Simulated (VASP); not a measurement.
# Ge (Fd-3m) in VASP: notebook

Runs on Ge. Level: PBE. Tasks: single point.

Program: VASP 6.6.1. These are calculated values, not measurements. Logs are shortened: lines on timing, memory, paths and dates and some standing lists are left out, and cuts for length are marked.

**The experiment to reproduce.**

From “Electronic and optical properties of SixGe1-x-ySny alloys lattice-matched to Ge”, 2021, arxiv:2109.02782, for a bulk crystal of Ge at 300 K: band gap 0.807 eV (direct).

The results are compared with them further down.

### Step 1. The cell of the first run

It takes space group Fd-3m (No. 227, cubic). Conventional cell: a = 5.762 Å, b = 5.762 Å, c = 5.762 Å, α = 90.00°, β = 90.00°, γ = 90.00°. Within 3.3 Å of Ge (site symmetry -43m) lie 4 Ge at 2.49 Å.

### Step 2. Single point, PBE

INCAR

```
SYSTEM = Ge
ALGO = Normal
EDIFF = 1E-6
ENCUT = 520
GGA = PE
ISIF = 2
ISMEAR = 0
LASPH = .True.
LCHARG = .True.
LELF = .True.
LREAL = .False.
LVHAR = .True.
LWAVE = .False.
NBANDS = 21
NELM = 60
PREC = Accurate
SIGMA = 0.1
```

KPOINTS

```
k-points
0
Gamma
  14 14 14
  0 0 0
```

POSCAR

```
Ge
1.0
    0.0000000000      2.8807913670      2.8807913670
    2.8807913670      0.0000000000      2.8807913670
    2.8807913670      2.8807913670      0.0000000000
Ge
2
Direct
    0.5000000000      0.5000000000      0.5000000000
    0.7500000000      0.7500000000      0.7500000000
```

Potentials or basis: VASP PAW PBE potentials, release 64 (Ge_d).

Run with:

```bash
$ cat potpaw_PBE.64/Ge_d/POTCAR > POTCAR
$ mpirun -np 1 vasp_std > vasp.out
```

OUTCAR:

```text
SYSTEM = Ge
   EDIFF = 1E-6
   ENCUT = 520
   GGA = PE
   ISIF = 2
   ISMEAR = 0
   LASPH = .True.
   LREAL = .False.
   NELM = 60
   PREC = Accurate

 ion  position               nearest neighbor table
   1  0.500  0.500  0.500-   2 2.49   2 2.49   2 2.49   2 2.49
   2  0.750  0.750  0.750-   1 2.49   1 2.49   1 2.49   1 2.49

  LATTYP: Found a face centered cubic cell.
 ALAT       =     5.7615827340

  Lattice vectors:

 A1 = (   0.0000000000,   2.8807913670,   2.8807913670)
 A2 = (   2.8807913670,   0.0000000000,   2.8807913670)
 A3 = (   2.8807913670,   2.8807913670,   0.0000000000)

Analysis of symmetry for initial positions (statically):
=====================================================================
 Subroutine PRICEL returns:
 Original cell was already a primitive cell.

 Routine SETGRP: Setting up the symmetry group for a
 face centered cubic supercell.

 Subroutine GETGRP returns: Found 48 space group operations
 (whereof 24 operations were pure point group operations)
 out of a pool of 48 trial point group operations.

The static configuration has the point symmetry T_d .
 The point group associated with its full space group is O_h .

Analysis of symmetry for dynamics (positions and initial velocities):
=====================================================================
 Subroutine PRICEL returns:
 Original cell was already a primitive cell.

 Routine SETGRP: Setting up the symmetry group for a
 face centered cubic supercell.

 Subroutine GETGRP returns: Found 48 space group operations
 (whereof 24 operations were pure point group operations)
 out of a pool of 48 trial point group operations.

The dynamic configuration has the point symmetry T_d .
 The point group associated with its full space group is O_h .

 Subroutine INISYM returns: Found 48 space group operations
 (whereof 24 operations are pure point group operations),
 and found     1 'primitive' translations

----------------------------------------------------------------------------------------

                                     Primitive cell

  volume of cell :      47.8151

  direct lattice vectors                    reciprocal lattice vectors
     0.000000000  2.880791367  2.880791367    -0.173563419  0.173563419  0.173563419
     2.880791367  0.000000000  2.880791367     0.173563419 -0.173563419  0.173563419
     2.880791367  2.880791367  0.000000000     0.173563419  0.173563419 -0.173563419

[... 73 lines left out ...]
 SYSTEM =  Ge
   PREC   = accura    normal or accurate (medium, high low for compatibility)
   ISTART =      0    job   : 0-new  1-cont  2-samecut
   ICHARG =      2    charge: 1-file 2-atom 10-const
   ISPIN  =      1    spin polarized calculation?
   LNONCOLLINEAR =      F non collinear calculations
   LSORBIT =      F    spin-orbit coupling
   LASPH  =      T    aspherical Exc in radial PAW
   ENCUT  =  520.0 eV  38.22 Ry    6.18 a.u.   7.58  7.58  7.58*2*pi/ulx,y,z
   NELM   =     60;   NELMIN=  2; NELMDL= -5     # of ELM steps
   EDIFF  = 0.1E-05   stopping-criterion for ELM
   LREAL  =      F    real-space projection
   EDIFFG = 0.1E-04   stopping-criterion for IOM
   NSW    =      0    number of steps for IOM
   IBRION =     -1    ionic relax: 0-MD 1-quasi-New 2-CG
   NFREE  =      0    steps in history (QN), initial steepest desc. (CG)
   ISIF   =      2    stress and relaxation
   ISYM   =      2    0-nonsym 1-usesym 2-fastsym
   POTIM  = 0.5000    time-step for ionic-motion
   TEBEG  =    0.0;   TEEND  =   0.0 temperature during run
   PSTRESS=    0.0 pullay stress
   NELECT =      28.0000    total number of electrons
   NUPDOWN=      -1.0000    fix difference up-down
   EMIN   =  10.00;   EMAX   =-10.00  energy-range for DOS
   EFERMI =   0.00;   METHOD = LEGACY
   ISMEAR =     0;   SIGMA  =   0.10  broadening in eV -4-tet -1-fermi 0-gaus
   EFERMI_NEDOS =   21; number of points for ismear=-14 and -15
   IALGO  =     38    algorithm
   IMIX   =      4    mixing-type and parameters
     AMIX     =   0.40;   BMIX     =  1.00
     AMIX_MAG =   1.60;   BMIX_MAG =  1.00
  volume/ion in A,a.u.               =      23.91       161.34
  Fermi-wavevector in a.u.,A,eV,Ry     =   1.369638  2.588240 25.523270  1.875907
  Thomas-Fermi vector in A             =   2.495495
   LORBIT       =      0    0 simple, 1 ext, 2 COOP (PROOUT), +10 PAW based schemes
   GGA     = PE    functional components
   LHFCALC =     F    Hartree Fock is set to
   AEXX    =    0.0000 exact exchange contribution
   IVDW    =     0    specifies the selected vdW correction
   LEPSILON=     F    determine dielectric tensor
   LRPA    =     F    only Hartree local field effects (RPA)
 non-spin polarized calculation
 Gauss-broadening in eV      SIGMA  =   0.10
  energy-cutoff  :      520.00
  volume of cell :       47.82
 maximum number of plane-waves:      1308
   NGX = 15   NGY = 15   NGZ = 15

 number of electron      27.9999979 magnetization

 Free energy of the ion-electron system (eV)
  ---------------------------------------------------
  ext. energy  EPLUGINS =         0.00000000
  ---------------------------------------------------
  free energy    TOTEN  =        -9.03689121 eV

  energy without entropy =       -9.03647285  energy(sigma->0) =       -9.03668203

 E-fermi :   4.4665     XC(G=0):  -9.6691

 val. band max:        4.3614704684   @ k =  -0.0714   0.0714   0.0000
 cond. band min:       4.4749894892   @ k =   0.0000   0.0000   0.0000
 fundamental gap:      0.1135190208
 Fermi energy:         4.4664647912

 k-point     1 :       0.0000    0.0000    0.0000
  band No.  band energies     occupation
      1     -20.2705      2.00000
      2     -20.2705      2.00000
      3     -20.2705      2.00000
      4     -20.2384      2.00000
      5     -20.2384      2.00000
      6     -20.0555      2.00000
[... 565 lines left out ...]
     20      13.5950      0.00000
     21      14.1233      0.00000

 [... further k-points ...]
[... 5 lines left out ...]
  --------------------------------------------------------------------------------------
  -------------------------------------------------------------------------------------
  Total       -0.0343362     -0.0343362     -0.0343362     -0.0000000      0.0000000     -0.0000000
  in kB       -1.1505298     -1.1505298     -1.1505298     -0.0000000      0.0000000     -0.0000000
  external PRESSURE =      -1.1505298 kB  Pullay stress =       0.0000000 kB

 VOLUME and BASIS-vectors are now :
 -----------------------------------------------------------------------------
  energy-cutoff  :      520.00
  volume of cell :       47.82
      direct lattice vectors                 reciprocal lattice vectors
     0.000000000  2.880791367  2.880791367    -0.173563419  0.173563419  0.173563419
     2.880791367  0.000000000  2.880791367     0.173563419 -0.173563419  0.173563419
     2.880791367  2.880791367  0.000000000     0.173563419  0.173563419 -0.173563419

 POSITION                                       TOTAL-FORCE (eV/Angst)
 -----------------------------------------------------------------------------------
      2.88079      2.88079      2.88079        -0.000000     -0.000000      0.000000
      4.32119      4.32119      4.32119         0.000000      0.000000     -0.000000
 -----------------------------------------------------------------------------------
    total drift:                                0.000000     -0.000000     -0.000000

  FREE ENERGIE OF THE ION-ELECTRON SYSTEM (eV)
  ---------------------------------------------------
  free  energy   TOTEN  =        -9.0368912113 eV

  energy  without entropy=       -9.0364728489  energy(sigma->0) =       -9.03668203
```

It took 42 s on 1 thread of AMD EPYC 9R45 (Zen 5), shared host; peak memory 0.19 GiB.

Results:

```
Free energy            : -9.0369 eV
Pressure               : -0.1 GPa
Band gap on the k mesh : zero (filled and empty bands touch)
```

### Step 3. Single point, PBE

This run uses another cell than the first one, of 22.64 Å³/atom, 0.947 times its volume.

INCAR

```
PREC = Accurate
ENCUT = 500
EDIFF = 1E-6
ISMEAR = 0
SIGMA = 0.1
LREAL = False
LASPH = True
NELM = 120
ALGO = Normal
ISIF = 2
LWAVE = False
LCHARG = False
GGA = PE
NBANDS = 21
GGA_COMPAT = False
```

KPOINTS

```
regular mesh
0
Gamma
  6 6 6
```

POSCAR

```
Ge
1.0
    0.0000000000      2.8287700000      2.8287700000
    2.8287700000      0.0000000000      2.8287700000
    2.8287700000      2.8287700000      0.0000000000
Ge
2
Direct
    0.5000000000      0.5000000000      0.5000000000
    0.7500000000      0.7500000000      0.7500000000
```

Potentials or basis: VASP PAW PBE potentials, release 64 (Ge_d).

Run with:

```bash
$ cat potpaw_PBE.64/Ge_d/POTCAR > POTCAR
$ mpirun -np 1 vasp_std > vasp.out
```

Run time: 15 s. Hardware: 1 thread of Intel Xeon 6975P-C (Granite Rapids), shared host; peak memory 0.16 GiB.

Results (log left out):

```
Free energy : -8.9649 eV
Pressure    : 3.5 GPa
```

Levels at points of the mesh, in eV from the Fermi level:
```tsv
k point	band 12	band 13	band 14	band 15	band 16	band 17
(0.00, 0.00, 0.00)	-0.05	-0.05	-0.05	-0.01	2.50	2.50
(0.50, 0.00, 0.00)	-7.65	-1.46	-1.46	0.13	3.69	3.69
(0.50, 0.50, 0.00)	-8.94	-3.13	-3.13	0.70	0.70	9.47
```

### Step 4. Against experiment

Step 2. Measured gap of Ge: 0.807 eV (direct; 300 K; “Electronic and optical properties of SixGe1-x-ySny alloys lattice-matched to Ge”, 2021, arxiv:2109.02782). This calculation gives 0.00 eV (-0.81 eV). 3 values of this kind are on record (0.666 to 0.807 eV); this one was drawn at random among those near their median. Spin-orbit coupling on Ge is left out. The value is that of PBE on a finite k mesh, which can miss the band edges, without temperature or zero-point motion. Semilocal functionals fall short of measured gaps as a rule.
